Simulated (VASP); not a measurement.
The system is Bi2Se3.

```
Bi Se
1.0
     2.07150    1.19598    9.54533
    -2.07150    1.19598    9.54533
     0.00000   -2.39196    9.54533
Bi Se
2 3
Direct
  0.40080 0.40080 0.40080
  0.59920 0.59920 0.59920
  0.00000 0.00000 0.00000
  0.21170 0.21170 0.21170
  0.78830 0.78830 0.78830
```

- Program: VASP 6.6.1
- Task: relaxation of cell and atoms
- Functional: PBE
- Potentials or basis: VASP PAW PBE potentials, release 64 (Bi_d, Se)
- Cutoff: 500 eV
- k mesh: 6 × 6 × 6
- Occupations: gaussian, width 0.01 eV
- Spin: no spin polarisation

At the start: pressure 2.6 GPa; volume 28.38 Å³/atom.

Q: How do energy, volume and symmetry change on relaxing?

A: Over 32 steps the energy falls by 15.4 meV/atom and the volume is 31.60 Å³/atom (+11.3 %); space group R-3m (No. 166, to 0.1 Å) before and after.

Step by step:
| step | energy change (eV) | largest force (eV/Å) | pressure (GPa) | volume (Å³) |
| --- | --- | --- | --- | --- |
| 1 | 0.0000 | 0.1914 | 2.55 | 141.89 |
| 2 | -0.0238 | 0.3859 | -1.45 | 151.37 |
| 3 | -0.0443 | 0.1641 | 0.05 | 147.40 |
| 4 | -0.0465 | 0.1351 | 0.03 | 147.74 |
| 5 | -0.0505 | 0.1331 | -0.02 | 148.76 |
| 6 | -0.0510 | 0.1834 | -0.04 | 149.26 |
| 7 | -0.0529 | 0.1706 | -0.04 | 149.44 |
| 8 | -0.0580 | 0.1337 | -0.04 | 149.98 |
| 9 | -0.0657 | 0.0587 | -0.02 | 151.05 |
| 10 | -0.0722 | 0.0904 | 0.09 | 153.19 |
| 11 | -0.0754 | 0.0212 | -0.05 | 154.90 |
| 12 | -0.0756 | 0.0309 | -0.09 | 155.53 |
| 13 | -0.0754 | 0.0635 | 0.25 | 155.23 |
| 14 | -0.0758 | 0.0447 | 0.05 | 155.41 |
| 15 | -0.0763 | 0.0125 | 0.07 | 155.74 |
| 16 | -0.0763 | 0.0183 | 0.07 | 155.83 |
| 17 | -0.0764 | 0.0416 | -0.15 | 156.85 |
| 18 | -0.0765 | 0.0319 | -0.06 | 156.42 |
| 19 | -0.0767 | 0.0079 | -0.01 | 156.70 |
| 20 | -0.0767 | 0.0084 | -0.01 | 156.71 |
| 21 | -0.0767 | 0.0096 | 0.02 | 156.68 |
| 22 | -0.0767 | 0.0103 | 0.04 | 156.66 |
| 23 | -0.0768 | 0.0069 | 0.03 | 156.72 |
| 24 | -0.0768 | 0.0105 | 0.00 | 156.90 |
| 25 | -0.0768 | 0.0104 | -0.01 | 156.94 |
| 26 | -0.0768 | 0.0100 | -0.01 | 157.04 |
| 27 | -0.0769 | 0.0090 | 0.00 | 157.24 |
| 28 | -0.0769 | 0.0075 | 0.00 | 157.65 |
| 29 | -0.0770 | 0.0035 | 0.00 | 157.73 |
| 30 | -0.0770 | 0.0042 | 0.01 | 157.78 |
| 31 | -0.0770 | 0.0057 | 0.02 | 157.88 |
| 32 | -0.0770 | 0.0026 | -0.02 | 157.99 |

Final structure:
```cif
data_structure
_symmetry_space_group_name_H-M 'P 1'
_symmetry_Int_Tables_number 1
_cell_length_a 10.6789
_cell_length_b 10.6789
_cell_length_c 10.6789
_cell_angle_alpha 22.617
_cell_angle_beta 22.617
_cell_angle_gamma 22.617
_cell_volume 157.99
loop_
_atom_site_label
_atom_site_type_symbol
_atom_site_fract_x
_atom_site_fract_y
_atom_site_fract_z
_atom_site_occupancy
Bi1 Bi 0.39580 0.39580 0.39580 1
Bi2 Bi 0.60420 0.60420 0.60420 1
Se1 Se 0.00000 0.00000 0.00000 1
Se2 Se 0.22061 0.22061 0.22061 1
Se3 Se 0.77939 0.77939 0.77939 1
```
